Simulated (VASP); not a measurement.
The system is LiH.

```
Li H
1.0
     3.25560    0.00000    0.00000
    -1.62780    2.81943    0.00000
     0.00000    0.00000    4.07237
Li H
2 2
Direct
  0.33333 0.66667 0.93749
  0.66667 0.33333 0.43749
  0.33333 0.66667 0.43751
  0.66667 0.33333 0.93751
```

- Program: VASP 6.6.1
- Task: relaxation of cell and atoms
- Functional: LDA
- Potentials or basis: VASP PAW LDA potentials, release 64 (Li_sv, H)
- Cutoff: 600 eV
- k mesh: 12 × 12 × 6
- Occupations: fermi-dirac, width 0.02 eV
- Spin: no spin polarisation

At the start: pressure -2.4 GPa; volume 9.34 Å³/atom.

**Question.** Where does the relaxation end?

**Answer.** Over 4 steps the energy falls by 5.7 meV/atom and the volume is 8.61 Å³/atom (-7.8 %); space group P6_3/mmc (No. 194, to 0.05 Å).

The path:
| step | energy change (eV) | largest force (eV/Å) | pressure (GPa) | volume (Å³) |
| --- | --- | --- | --- | --- |
| 1 | 0.0000 | 0.0001 | -2.35 | 37.38 |
| 2 | -0.0097 | 0.0001 | -1.84 | 36.64 |
| 3 | -0.0224 | 0.0001 | -0.28 | 34.77 |
| 4 | -0.0226 | 0.0001 | 0.02 | 34.46 |

Final structure:
```
CELL_PARAMETERS angstrom
3.17104 0.00000 0.00000
-1.58552 2.74620 0.00000
0.00000 0.00000 3.95695
ATOMIC_POSITIONS crystal
Li 0.33333 0.66667 0.93749
Li 0.66667 0.33333 0.43749
H 0.33333 0.66667 0.43751
H 0.66667 0.33333 0.93751
```

Caveat: the cutoff is under 1.25 times the usual one of these potentials, so pressure, stress and relaxed cells hold a basis-set (Pulay) error.
